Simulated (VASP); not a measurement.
**LiF: single point with PBE**

The system is LiF.

```
Li F
1.0
     0.00000    2.14461    2.14461
     2.14461    0.00000    2.14461
     2.14461    2.14461    0.00000
Li F
1 1
Cartesian
  0.0000 0.0000 0.0000
  1.0723 1.0723 1.0723
```

```yaml
Program: VASP 6.6.1
Task: single point
Functional: PBE
Potentials_or_basis: VASP PAW PBE potentials, release 64 (Li_sv, F)
Cutoff: 520 eV
k_mesh: 10 × 10 × 10
Occupations: fermi-dirac, width 0.02 eV
Spin: no spin polarisation
```

```json
{"Band gap on the k mesh": "7.92 eV, direct"}
```

Levels at points of the mesh, in eV from the valence-band top:
| k point | band 2 | band 3 | band 4 | band 5 | band 6 | band 7 | band 8 | band 9 |
| --- | --- | --- | --- | --- | --- | --- | --- | --- |
| (0.00, 0.00, 0.00) | -19.34 | 0.00 | 0.00 | 0.00 | 7.92 | 19.49 | 19.49 | 19.49 |
| (0.50, 0.00, 0.00) | -19.16 | -2.00 | -0.26 | -0.26 | 11.96 | 14.98 | 19.13 | 19.13 |
| (0.50, 0.50, 0.00) | -19.10 | -1.41 | -0.81 | -0.81 | 10.60 | 15.98 | 19.53 | 19.53 |

It took 17 s on 1 thread of Intel(R) Xeon(R) Platinum 8375C CPU @ 2.90GHz (Ice Lake), with other jobs on the host, peak memory 0.13 GiB.

 A k mesh can miss the band edges.
